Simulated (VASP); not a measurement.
# Al in VASP: further runs

Runs on Al. Level: PBEsol. Tasks: single point.

Everything below comes from runs of VASP 6.6.1. Logs are shortened: lines on timing, memory, paths and dates and some standing lists are left out, and cuts for length are marked.

## (1) The cell of the first run

Symmetry: P6_3/mmc, No. 194, hexagonal system. Conventional cell: a = 2.812 Å, b = 2.812 Å, c = 4.867 Å, α = 90.00°, β = 90.00°, γ = 120.00°. Within 3.7 Å of Al (site symmetry -6m2) lie 12 Al at 2.81 to 2.93 Å.

This isn't the form of Al at room conditions, which is fcc.

## (2) Single point, PBEsol

Input file INCAR:

```
SYSTEM = Al
PREC     = Accurate       ! precision mode
ENCUT    = 520            ! plane-wave cutoff, eV
EDIFF    = 1E-7           ! SCF threshold, eV
ISMEAR   = -1             ! smearing method
SIGMA    = 0.05           ! smearing width, eV
LREAL    = .False.        ! projectors in reciprocal space
LASPH    = .True.         ! aspherical terms in the spheres
NELM     = 60             ! most SCF steps
ALGO     = Normal         ! electronic algorithm
ISIF     = 2              ! what is computed and relaxed
LWAVE    = .False.        ! write WAVECAR
LCHARG   = .False.        ! write CHGCAR
GGA      = PS             ! functional
NBANDS   = 10             ! bands
```

Input file KPOINTS:

```
Automatic mesh
0
Gamma
  14 14 7
  0 0 0
```

Input file POSCAR:

```
Al
1.0
    2.8124550000      0.0000000000      0.0000000000
   -1.4062280000      2.4356580000      0.0000000000
    0.0000000000      0.0000000000      4.8668500000
Al
2
Direct
    0.6666666667      0.3333333333      0.7500000000
    0.3333333333      0.6666666667      0.2500000000
```

Potentials or basis: VASP PAW PBE potentials, release 64 (Al).

Launch:

```bash
$ cat potpaw_PBE.64/Al/POTCAR > POTCAR
$ mpirun -np 1 vasp_std > vasp.out
```

OUTCAR:

```text
SYSTEM = Al
   PREC = Accurate
   ENCUT = 520
   EDIFF = 1E-7
   ISMEAR = -1
   LREAL = .False.
   LASPH = .True.
   NELM = 60
   ISIF = 2
   GGA = PS

 ion  position               nearest neighbor table
   1  0.667  0.333  0.750-   2 2.93   2 2.93   2 2.93   2 2.93   2 2.93   2 2.93
   2  0.333  0.667  0.250-   1 2.93   1 2.93   1 2.93   1 2.93   1 2.93   1 2.93

  LATTYP: Found a hexagonal cell.
 ALAT       =     2.8124550000
 C/A-ratio  =     1.7304632430

  Lattice vectors:

 A1 = (   2.8124550000,   0.0000000000,   0.0000000000)
 A2 = (  -1.4062280000,   2.4356580000,   0.0000000000)
 A3 = (   0.0000000000,   0.0000000000,   4.8668500000)

Analysis of symmetry for initial positions (statically):
=====================================================================
 Subroutine PRICEL returns:
 Original cell was already a primitive cell.

 Routine SETGRP: Setting up the symmetry group for a
 hexagonal supercell.

 Subroutine GETGRP returns: Found 24 space group operations
 (whereof 12 operations were pure point group operations)
 out of a pool of 24 trial point group operations.

The static configuration has the point symmetry D_3d.
 The point group associated with its full space group is D_6h.

Analysis of symmetry for dynamics (positions and initial velocities):
=====================================================================
 Subroutine PRICEL returns:
 Original cell was already a primitive cell.

 Routine SETGRP: Setting up the symmetry group for a
 hexagonal supercell.

 Subroutine GETGRP returns: Found 24 space group operations
 (whereof 12 operations were pure point group operations)
 out of a pool of 24 trial point group operations.

The dynamic configuration has the point symmetry D_3d.
 The point group associated with its full space group is D_6h.

 Subroutine INISYM returns: Found 24 space group operations
 (whereof 12 operations are pure point group operations),
 and found     1 'primitive' translations

----------------------------------------------------------------------------------------

                                     Primitive cell

  volume of cell :      33.3388

  direct lattice vectors                    reciprocal lattice vectors
     2.812455000  0.000000000  0.000000000     0.355561245  0.205283409  0.000000000
    -1.406228000  2.435658000  0.000000000     0.000000000  0.410566672  0.000000000
     0.000000000  0.000000000  4.866850000     0.000000000  0.000000000  0.205471712

  length of vectors
     2.812455000  2.812455703  4.866850000     0.410566775  0.410566672  0.205471712

  position of ions in fractional coordinates (direct lattice)
     0.666666667  0.333333333  0.750000000
     0.333333333  0.666666667  0.250000000

  ion indices of the primitive-cell ions
   primitive index   ion index
                 1           1
                 2           2

----------------------------------------------------------------------------------------

 KPOINTS: Automatic mesh

Automatic generation of k-mesh.
 Grid dimensions read from file:
 generate k-points for:   14   14    7

 Generating k-lattice:

  Cartesian coordinates                     Fractional coordinates (reciprocal lattice)
     0.025397232  0.014663101  0.000000000     0.071428571  0.000000000  0.000000000
     0.000000000  0.029326191  0.000000000     0.000000000  0.071428571  0.000000000
     0.000000000  0.000000000  0.029353102     0.000000000  0.000000000  0.142857143

  Length of vectors
     0.029326198  0.029326191  0.029353102

  Shift w.r.t. Gamma in fractional coordinates (k-lattice)
     0.000000000  0.000000000  0.000000000

 Subroutine IBZKPT returns following result:
 ===========================================

 Found     96 irreducible k-points:

 Following reciprocal coordinates:
            Coordinates               Weight
  0.000000  0.000000  0.000000      1.000000
  0.071429 -0.000000  0.000000      6.000000
  0.142857 -0.000000  0.000000      6.000000
  0.214286  0.000000  0.000000      6.000000
  0.285714 -0.000000  0.000000      6.000000
  0.357143 -0.000000  0.000000      6.000000
[... 16 lines left out ...]
  0.285714  0.285714  0.000000      6.000000
  0.357143  0.285714  0.000000      6.000000
 [... further k-points ...]
   k-points           NKPTS =     96   k-points in BZ     NKDIM =     96   number of bands    NBANDS=     10
   number of dos      NEDOS =    301   number of ions     NIONS =      2
   total plane-waves  NPLWV =  20736
   dimension x,y,z NGX =    24 NGY =   24 NGZ =   36
   dimension x,y,z NGXF=    48 NGYF=   48 NGZF=   72
   ions per type =               2
   NGX,Y,Z   is equivalent  to a cutoff of  14.19, 14.19, 12.30 a.u.
   NGXF,Y,Z  is equivalent  to a cutoff of  28.37, 28.37, 24.59 a.u.
 SYSTEM =  Al
   PREC   = accura    normal or accurate (medium, high low for compatibility)
   ISTART =      0    job   : 0-new  1-cont  2-samecut
   ICHARG =      2    charge: 1-file 2-atom 10-const
   ISPIN  =      1    spin polarized calculation?
   LNONCOLLINEAR =      F non collinear calculations
   LSORBIT =      F    spin-orbit coupling
   LASPH  =      T    aspherical Exc in radial PAW
   ENCUT  =  520.0 eV  38.22 Ry    6.18 a.u.   5.23  5.23  9.05*2*pi/ulx,y,z
   NELM   =     60;   NELMIN=  2; NELMDL= -5     # of ELM steps
   EDIFF  = 0.1E-06   stopping-criterion for ELM
   LREAL  =      F    real-space projection
   EDIFFG = 0.1E-05   stopping-criterion for IOM
   NSW    =      0    number of steps for IOM
   IBRION =     -1    ionic relax: 0-MD 1-quasi-New 2-CG
   NFREE  =      0    steps in history (QN), initial steepest desc. (CG)
   ISIF   =      2    stress and relaxation
   ISYM   =      2    0-nonsym 1-usesym 2-fastsym
   POTIM  = 0.5000    time-step for ionic-motion
   TEBEG  =    0.0;   TEEND  =   0.0 temperature during run
   PSTRESS=    0.0 pullay stress
   NELECT =       6.0000    total number of electrons
   NUPDOWN=      -1.0000    fix difference up-down
   EMIN   =  10.00;   EMAX   =-10.00  energy-range for DOS
   EFERMI =   0.00;   METHOD = LEGACY
   ISMEAR =    -1;   SIGMA  =   0.05  broadening in eV -4-tet -1-fermi 0-gaus
   EFERMI_NEDOS =   21; number of points for ismear=-14 and -15
   IALGO  =     38    algorithm
   IMIX   =      4    mixing-type and parameters
     AMIX     =   0.40;   BMIX     =  1.00
     AMIX_MAG =   1.60;   BMIX_MAG =  1.00
  volume/ion in A,a.u.               =      16.67       112.49
  Fermi-wavevector in a.u.,A,eV,Ry     =   0.924291  1.746656 11.623641  0.854313
  Thomas-Fermi vector in A             =   2.050021
   LORBIT       =      0    0 simple, 1 ext, 2 COOP (PROOUT), +10 PAW based schemes
   GGA     = PS    functional components
   LHFCALC =     F    Hartree Fock is set to
   AEXX    =    0.0000 exact exchange contribution
   IVDW    =     0    specifies the selected vdW correction
   LEPSILON=     F    determine dielectric tensor
   LRPA    =     F    only Hartree local field effects (RPA)
 non-spin polarized calculation
  energy-cutoff  :      520.00
  volume of cell :       33.34
 maximum number of plane-waves:       912
 NGX is ok and might be reduce to    24
   NGX = 11   NGY = 11   NGZ = 19

 number of electron       6.0000000 magnetization

 Free energy of the ion-electron system (eV)
  ---------------------------------------------------
  ext. energy  EPLUGINS =         0.00000000
  ---------------------------------------------------
  free energy    TOTEN  =        -8.11508841 eV

  energy without entropy =       -8.10996618  energy(sigma->0) =       -8.11252729

 E-fermi :   7.7900     XC(G=0): -10.2191

 val. band max:        7.7523298239   @ k =   0.3571   0.2857   0.2857
 cond. band min:       7.8040253776   @ k =   0.2143   0.0000   0.2857
 fundamental gap:      0.0516955537
 Fermi energy:         7.7899522975

 k-point     1 :       0.0000    0.0000    0.0000
  band No.  band energies     occupation
      1      -3.2207      2.00000
      2       2.7822      2.00000
      3       3.0106      2.00000
      4      18.9774      0.00000
      5      19.2589      0.00000
      6      19.2589      0.00000
      7      19.4776      0.00000
      8      19.4776      0.00000
      9      20.2044      0.00000
     10      22.5511      0.00000

 k-point     2 :       0.0714   -0.0000    0.0000
  band No.  band energies     occupation
      1      -3.0935      2.00000
      2       2.9069      2.00000
      3       3.1293      2.00000
      4      16.9208      0.00000
      5      17.9580      0.00000
      6      18.7546      0.00000
      7      20.0253      0.00000
      8      20.2681      0.00000
      9      20.9753      0.00000
     10      22.1193      0.00000

 k-point     3 :       0.1429   -0.0000    0.0000
  band No.  band energies     occupation
      1      -2.7126      2.00000
      2       3.2791      2.00000
      3       3.4857      2.00000
      4      14.2020      0.00000
      5      16.7704      0.00000
      6      17.8647      0.00000
      7      19.1509      0.00000
      8      19.7956      0.00000
      9      20.9007      0.00000
     10      21.0144      0.00000

 k-point     4 :       0.2143    0.0000    0.0000
  band No.  band energies     occupation
      1      -2.0800      2.00000
      2       3.8915      2.00000
      3       4.0795      2.00000
      4      11.5777      0.00000
      5      15.7996      0.00000
      6      16.3661      0.00000
      7      17.3671      0.00000
      8      17.7262      0.00000
      9      20.6695      0.00000
     10      20.9494      0.00000
[... 222 lines left out ...]
 k-point    22 :       0.3571    0.2143    0.0000
  band No.  band energies     occupation
      1       2.8705      2.00000
      2       4.5435      2.00000
      3       7.6607      1.85988
      4       8.7534      0.00000
      5       8.9334      0.00000
      6      10.5831      0.00000
      7      10.9495      0.00000
      8      14.0038      0.00000
      9      14.0788      0.00000
     10      22.5372      0.00000

 k-point    23 :       0.2857    0.2857    0.0000
  band No.  band energies     occupation
      1       2.7503      2.00000
      2       5.9577      2.00000
      3       6.1479      2.00000
      4       8.6636      0.00000
      5       8.8358      0.00000
      6      11.6082      0.00000
      7      11.8857      0.00000
      8      12.7302      0.00000
      9      12.7912      0.00000
     10      24.7156      0.00000

 k-point    24 :       0.3571    0.2857    0.0000
  band No.  band energies     occupation
      1       4.2725      2.00000
      2       4.3521      2.00000
      3       5.9582      2.00000
      4       9.6675      0.00000
      5       9.8548      0.00000
      6      10.4918      0.00000
      7      11.0695      0.00000
      8      12.3310      0.00000
      9      12.3590      0.00000
     10      25.0856      0.00000

 [... further k-points ...]

------------------------ aborting loop because EDIFF is reached ----------------------------------------

  FORCE on cell =-STRESS in cart. coord.  units (eV):
  Direction    XX          YY          ZZ          XY          YZ          ZX
  --------------------------------------------------------------------------------------
  -------------------------------------------------------------------------------------
  Total       -0.1344229     -0.1344230     -0.5733597      0.0000000      0.0000000      0.0000000
  in kB       -6.4600220     -6.4600247    -27.5542043      0.0000013      0.0000000      0.0000000
  external PRESSURE =     -13.4914170 kB  Pullay stress =       0.0000000 kB

 VOLUME and BASIS-vectors are now :
 -----------------------------------------------------------------------------
  energy-cutoff  :      520.00
  volume of cell :       33.34
      direct lattice vectors                 reciprocal lattice vectors
     2.812455000  0.000000000  0.000000000     0.355561245  0.205283409  0.000000000
    -1.406228000  2.435658000  0.000000000     0.000000000  0.410566672  0.000000000
     0.000000000  0.000000000  4.866850000     0.000000000  0.000000000  0.205471712

 POSITION                                       TOTAL-FORCE (eV/Angst)
 -----------------------------------------------------------------------------------
      1.40623      0.81189      3.65014         0.000000      0.000000      0.000000
     -0.00000      1.62377      1.21671        -0.000000     -0.000000      0.000000
 -----------------------------------------------------------------------------------
    total drift:                                0.000000     -0.000000     -0.000000

  FREE ENERGIE OF THE ION-ELECTRON SYSTEM (eV)
  ---------------------------------------------------
  free  energy   TOTEN  =        -8.1150884055 eV

  energy  without entropy=       -8.1099661765  energy(sigma->0) =       -8.11252729
```

Wall time 15 s (1 thread of AMD EPYC 9R45 (Zen 5), shared host); peak memory 0.13 GiB.

What came out:

| Property | Result |
| --- | --- |
| Free energy | -8.1151 eV |
| Pressure | -1.3 GPa |
| Band gap on the k mesh | zero (bands 3 and 4 overlap by 5.32 eV) |

Caveat: the PAW data sets were made with another functional, which shifts forces and pressure a little.

(Continued in part 2 of 2.)
